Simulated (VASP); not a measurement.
# Na in VASP: single point with PBEsol

Aim: the single point of Na with PBEsol.

All numbers are computed with VASP 6.6.1; they aren't measurements. Logs are shortened: lines on timing, memory, paths and dates and some standing lists are left out, and cuts for length are marked.

### Step 1. The cell of the first run

The cell holds a slab with vacuum, 4 atoms: a = 3.720 Å, b = 3.720 Å, c = 26.093 Å, α = 90.00°, β = 90.00°, γ = 120.00°.

### Step 2. Single point, PBEsol

Contents of INCAR:

```
  PREC = Accurate
  ENCUT = 520
  EDIFF = 1E-7
  ISMEAR = 0
  SIGMA = 0.1
  LREAL = F
  LASPH = T
  NELM = 100
  ALGO = Normal
  ISIF = 2
  LWAVE = F
  LCHARG = T
  LDIPOL = T
  IDIPOL = 3
  DIPOL = 0.5 0.5 0.500
  GGA = PS
  LELF = T
  LVHAR = T
  LVACPOTAV = T
  NBANDS = 22
```

Contents of KPOINTS:

```
regular mesh
0
Gamma
  9 9 1
```

Contents of POSCAR:

```
Na
1.0
    3.7196409407      0.0000000000      0.0000000000
   -1.8598204703      3.2213035476      0.0000000000
    0.0000000000      0.0000000000     26.0925764669
Na
4
Direct
    0.6666666667      0.3333333333      0.3257631538
    0.3333333333      0.6666666667      0.4419210513
    0.6666666667      0.3333333333      0.5580789487
    0.3333333333      0.6666666667      0.6742368462
```

Potentials or basis: VASP PAW PBE potentials, release 64 (Na_pv).

Run with:

```console
$ cat potpaw_PBE.64/Na_pv/POTCAR > POTCAR
$ mpirun -np 1 vasp_std > vasp.out
```

OUTCAR:

```text
PREC = Accurate
   ENCUT = 520
   EDIFF = 1E-7
   ISMEAR = 0
   LREAL = F
   LASPH = T
   NELM = 100
   ISIF = 2
   GGA = PS

 ion  position               nearest neighbor table
   1  0.667  0.333  0.326-
   2  0.333  0.667  0.442-
   3  0.667  0.333  0.558-
   4  0.333  0.667  0.674-

  LATTYP: Found a hexagonal cell.
 ALAT       =     3.7196409407
 C/A-ratio  =     7.0148105376

  Lattice vectors:

 A1 = (   3.7196409407,   0.0000000000,   0.0000000000)
 A2 = (  -1.8598204703,   3.2213035476,   0.0000000000)
 A3 = (   0.0000000000,   0.0000000000,  26.0925764669)

Analysis of symmetry for initial positions (statically):
=====================================================================
 Subroutine PRICEL returns:
 Original cell was already a primitive cell.

 Routine SETGRP: Setting up the symmetry group for a
 hexagonal supercell.

 Subroutine GETGRP returns: Found 12 space group operations
 (whereof 12 operations were pure point group operations)
 out of a pool of 24 trial point group operations.

The static configuration has the point symmetry D_3d.

Analysis of symmetry for dynamics (positions and initial velocities):
=====================================================================
 Subroutine PRICEL returns:
 Original cell was already a primitive cell.

 Routine SETGRP: Setting up the symmetry group for a
 hexagonal supercell.

 Subroutine GETGRP returns: Found 12 space group operations
 (whereof 12 operations were pure point group operations)
 out of a pool of 24 trial point group operations.

The dynamic configuration has the point symmetry D_3d.

 Subroutine INISYM returns: Found 12 space group operations
 (whereof 12 operations are pure point group operations),
 and found     1 'primitive' translations

----------------------------------------------------------------------------------------

                                     Primitive cell

  volume of cell :     312.6437

  direct lattice vectors                    reciprocal lattice vectors
     3.719640941  0.000000000  0.000000000     0.268843153  0.155216667  0.000000000
    -1.859820470  3.221303548  0.000000000     0.000000000  0.310433334  0.000000000
     0.000000000  0.000000000 26.092576467     0.000000000  0.000000000  0.038325077

  length of vectors
     3.719640941  3.719640941 26.092576467     0.310433334  0.310433334  0.038325077

  position of ions in fractional coordinates (direct lattice)
     0.666666667  0.333333333  0.325763154
     0.333333333  0.666666667  0.441921051
     0.666666667  0.333333333  0.558078949
     0.333333333  0.666666667  0.674236846

  ion indices of the primitive-cell ions
   primitive index   ion index
                 1           1
                 2           2
                 3           3
                 4           4

----------------------------------------------------------------------------------------

 KPOINTS: regular mesh

Automatic generation of k-mesh.
 Grid dimensions read from file:
 generate k-points for:    9    9    1

 Generating k-lattice:

  Cartesian coordinates                     Fractional coordinates (reciprocal lattice)
     0.029871461  0.017246296  0.000000000     0.111111111  0.000000000  0.000000000
     0.000000000  0.034492593  0.000000000     0.000000000  0.111111111  0.000000000
     0.000000000  0.000000000  0.038325077     0.000000000  0.000000000  1.000000000

  Length of vectors
     0.034492593  0.034492593  0.038325077

  Shift w.r.t. Gamma in fractional coordinates (k-lattice)
     0.000000000  0.000000000  0.000000000

 Subroutine IBZKPT returns following result:
 ===========================================

 Found     12 irreducible k-points:

 Following reciprocal coordinates:
            Coordinates               Weight
  0.000000  0.000000  0.000000      1.000000
  0.111111 -0.000000  0.000000      6.000000
  0.222222  0.000000  0.000000      6.000000
  0.333333  0.000000  0.000000      6.000000
  0.444444  0.000000  0.000000      6.000000
  0.111111  0.111111  0.000000      6.000000
  0.222222  0.111111  0.000000     12.000000
  0.333333  0.111111  0.000000     12.000000
  0.444444  0.111111  0.000000      6.000000
  0.222222  0.222222  0.000000      6.000000
  0.333333  0.222222  0.000000     12.000000
  0.333333  0.333333  0.000000      2.000000
   k-points           NKPTS =     12   k-points in BZ     NKDIM =     12   number of bands    NBANDS=     22
   number of dos      NEDOS =    301   number of ions     NIONS =      4
   total plane-waves  NPLWV = 153664
   dimension x,y,z NGX =    28 NGY =   28 NGZ =  196
   dimension x,y,z NGXF=    56 NGYF=   56 NGZF=  392
   ions per type =               4
   NGX,Y,Z   is equivalent  to a cutoff of  12.51, 12.51, 12.49 a.u.
   NGXF,Y,Z  is equivalent  to a cutoff of  25.03, 25.03, 24.98 a.u.
 SYSTEM =  unknown system
   PREC   = accura    normal or accurate (medium, high low for compatibility)
   ISTART =      0    job   : 0-new  1-cont  2-samecut
   ICHARG =      2    charge: 1-file 2-atom 10-const
   ISPIN  =      1    spin polarized calculation?
   LNONCOLLINEAR =      F non collinear calculations
   LSORBIT =      F    spin-orbit coupling
   LASPH  =      T    aspherical Exc in radial PAW
   ENCUT  =  520.0 eV  38.22 Ry    6.18 a.u.   6.92  6.92 48.51*2*pi/ulx,y,z
   NELM   =    100;   NELMIN=  2; NELMDL= -5     # of ELM steps
   EDIFF  = 0.1E-06   stopping-criterion for ELM
   LREAL  =      F    real-space projection
   EDIFFG = 0.1E-05   stopping-criterion for IOM
   NSW    =      0    number of steps for IOM
   IBRION =     -1    ionic relax: 0-MD 1-quasi-New 2-CG
   NFREE  =      0    steps in history (QN), initial steepest desc. (CG)
   ISIF   =      2    stress and relaxation
   ISYM   =      2    0-nonsym 1-usesym 2-fastsym
   POTIM  = 0.5000    time-step for ionic-motion
   TEBEG  =    0.0;   TEEND  =   0.0 temperature during run
   PSTRESS=    0.0 pullay stress
   NELECT =      28.0000    total number of electrons
   NUPDOWN=      -1.0000    fix difference up-down
   EMIN   =  10.00;   EMAX   =-10.00  energy-range for DOS
   EFERMI =   0.00;   METHOD = LEGACY
   ISMEAR =     0;   SIGMA  =   0.10  broadening in eV -4-tet -1-fermi 0-gaus
   EFERMI_NEDOS =   21; number of points for ismear=-14 and -15
   IALGO  =     38    algorithm
   IMIX   =      4    mixing-type and parameters
     AMIX     =   0.40;   BMIX     =  1.00
     AMIX_MAG =   1.60;   BMIX_MAG =  1.00
  volume/ion in A,a.u.               =      78.16       527.46
  Fermi-wavevector in a.u.,A,eV,Ry     =   0.732449  1.384129  7.299282  0.536482
  Thomas-Fermi vector in A             =   1.824915
   LORBIT       =      0    0 simple, 1 ext, 2 COOP (PROOUT), +10 PAW based schemes
   GGA     = PS    functional components
   LHFCALC =     F    Hartree Fock is set to
   AEXX    =    0.0000 exact exchange contribution
   IVDW    =     0    specifies the selected vdW correction
   LEPSILON=     F    determine dielectric tensor
   LRPA    =     F    only Hartree local field effects (RPA)
 non-spin polarized calculation
 Gauss-broadening in eV      SIGMA  =   0.10
  energy-cutoff  :      520.00
  volume of cell :      312.64
 maximum number of plane-waves:      8456
 NGX is ok and might be reduce to    28
   NGX = 13   NGY = 13   NGZ = 97

 dipolmoment           0.000000      0.000000      0.000000 electrons x Angstroem

 number of electron      27.9999992 magnetization

 dipolmoment           0.000000      0.000000     -0.000000 electrons x Angstroem

 Free energy of the ion-electron system (eV)
  ---------------------------------------------------
  ext. energy  EPLUGINS =         0.00000000
  ---------------------------------------------------
  free energy    TOTEN  =        -5.27920540 eV

  energy without entropy =       -5.27352101  energy(sigma->0) =       -5.27636321

 E-fermi :  -1.3257     XC(G=0):  -3.6044

 val. band max:       -1.4283648825   @ k =   0.3333   0.0000   0.0000
 cond. band min:      -1.3081441250   @ k =   0.1111   0.1111   0.0000
 fundamental gap:      0.1202207574
 Fermi energy:        -1.3257430169

 k-point     1 :       0.0000    0.0000    0.0000
  band No.  band energies     occupation
      1     -26.3006      2.00000
      2     -26.3005      2.00000
      3     -26.2680      2.00000
      4     -26.2680      2.00000
      5     -26.2680      2.00000
      6     -26.2680      2.00000
[... 14 lines left out ...]
     21       2.1894      0.00000
     22       3.8377      0.00000

 k-point     2 :       0.1111   -0.0000    0.0000
  band No.  band energies     occupation
      1     -26.3001      2.00000
      2     -26.3000      2.00000
      3     -26.2714      2.00000
      4     -26.2714      2.00000
      5     -26.2688      2.00000
      6     -26.2688      2.00000
[... 14 lines left out ...]
     21       2.3637      0.00000
     22       4.0037      0.00000

 k-point     3 :       0.2222    0.0000    0.0000
  band No.  band energies     occupation
      1     -26.2988      2.00000
      2     -26.2988      2.00000
      3     -26.2799      2.00000
      4     -26.2799      2.00000
      5     -26.2708      2.00000
      6     -26.2708      2.00000
[... 14 lines left out ...]
     21       2.8756      0.00000
     22       4.1183      0.00000
[... 176 lines left out ...]
 k-point    11 :       0.3333    0.2222    0.0000
  band No.  band energies     occupation
      1     -26.2961      2.00000
      2     -26.2961      2.00000
      3     -26.2922      2.00000
      4     -26.2922      2.00000
      5     -26.2817      2.00000
      6     -26.2817      2.00000
[... 14 lines left out ...]
     21       2.4824      0.00000
     22       2.7871      0.00000

 k-point    12 :       0.3333    0.3333    0.0000
  band No.  band energies     occupation
      1     -26.2958      2.00000
      2     -26.2958      2.00000
      3     -26.2881      2.00000
      4     -26.2881      2.00000
      5     -26.2879      2.00000
      6     -26.2879      2.00000
[... 14 lines left out ...]
     21       2.1671      0.00000
     22       2.5889      0.00000

------------------------ aborting loop because EDIFF is reached ----------------------------------------

  FORCE on cell =-STRESS in cart. coord.  units (eV):
  Direction    XX          YY          ZZ          XY          YZ          ZX
  --------------------------------------------------------------------------------------
  -------------------------------------------------------------------------------------
  Total       -0.1815245     -0.1815245      0.0017334     -0.0000000     -0.0000000     -0.0000000
  in kB       -0.9302427     -0.9302427      0.0088830     -0.0000000     -0.0000000     -0.0000000
  external PRESSURE =      -0.6172008 kB  Pullay stress =       0.0000000 kB

 VOLUME and BASIS-vectors are now :
 -----------------------------------------------------------------------------
  energy-cutoff  :      520.00
  volume of cell :      312.64
      direct lattice vectors                 reciprocal lattice vectors
     3.719640941  0.000000000  0.000000000     0.268843153  0.155216667  0.000000000
    -1.859820470  3.221303548  0.000000000     0.000000000  0.310433334  0.000000000
     0.000000000  0.000000000 26.092576467     0.000000000  0.000000000  0.038325077

 POSITION                                       TOTAL-FORCE (eV/Angst)
 -----------------------------------------------------------------------------------
      1.85982      1.07377      8.50000        -0.000000      0.000000      0.006136
     -0.00000      2.14754     11.53086         0.000000     -0.000000     -0.022879
      1.85982      1.07377     14.56172        -0.000000      0.000000      0.022879
     -0.00000      2.14754     17.59258         0.000000      0.000000     -0.006136
 -----------------------------------------------------------------------------------
    total drift:                                0.000000      0.000000      0.000000

  FREE ENERGIE OF THE ION-ELECTRON SYSTEM (eV)
  ---------------------------------------------------
  free  energy   TOTEN  =        -5.2792053993 eV

  energy  without entropy=       -5.2735210139  energy(sigma->0) =       -5.27636321

 vacuum level on the upper side and lower side of the slab         1.609         1.609
```

Run time: 99 s. Hardware: 1 thread of Intel Xeon Platinum 8259CL at 2.50GHz (Skylake/Cascade Lake), shared host; peak memory 0.4 GiB.

Results:

* Free energy: -5.2792 eV
* Largest force: 0.023 eV/Å
* Band gap on the k mesh: zero (band 14 reaches 0.32 eV, above the bottom of band 15 at -3.03 eV)

Forces on the atoms (eV/Å):
```
Na   0.000  0.000  0.006
Na   0.000  0.000 -0.023
Na   0.000  0.000  0.023
Na   0.000  0.000 -0.006
```

Caveat: the PAW data sets were made with another functional, which shifts forces and pressure a little.
